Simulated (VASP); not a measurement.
Te: single point with PBEsol

Te:

```xyz
3
Lattice="4.4540 0.0000 0.0000 -2.2270 3.8573 0.0000 0.0000 0.0000 5.9240" Properties=species:S:1:pos:R:3 pbc="T T T"
Te    1.6279    2.8197    0.0000
Te   -0.5991    1.0376    3.9493
Te    1.1981    0.0000    1.9747
```

| Property | Result |
| --- | --- |
| Program | VASP 6.6.1 |
| Task | single point |
| Functional | PBEsol |
| Potentials or basis | VASP PAW PBE potentials, release 64 (Te) |
| Cutoff | 520 eV |
| k mesh | 9 × 9 × 6 |
| Occupations | fermi-dirac, width 0.1 eV |
| Spin | no spin polarisation |
| Dipole correction | no |
| Further INCAR settings | ALGO = Normal; EDIFF = 1e-06; NBANDS = 16 |

| Property | Result |
| --- | --- |
| Pressure | -0.9 GPa |
| Largest force | 0.133 eV/Å |
| Band gap on the k mesh | 0.13 eV |

Forces in eV/Å, atoms in the order of the input:
```
Te  -0.067 -0.115  0.000
Te  -0.067  0.115  0.000
Te   0.133  0.000  0.000
```

Stress tensor (GPa, compression positive):
```
-0.98  0.00  0.00
 0.00 -0.98  0.00
 0.00  0.00 -0.65
```

Levels at points of the mesh, in eV from the valence-band top:
```csv
k point,band 7,band 8,band 9,band 10,band 11,band 12
"(0.00, 0.00, 0.00)",-1.69,-1.69,-0.85,0.99,0.99,1.58
"(0.00, 0.00, 0.50)",-1.33,-1.04,-1.04,0.44,0.44,0.45
```

Wall time 110 s on 1 thread of Intel(R) Xeon(R) Platinum 8375C CPU @ 2.90GHz (Ice Lake), on a shared host, peak memory 0.27 GiB.

Caveat: the PAW data sets were made with another functional, which shifts forces and pressure a little; spin-orbit coupling is left out, which moves the levels of the heavy elements. A k mesh can miss the band edges.
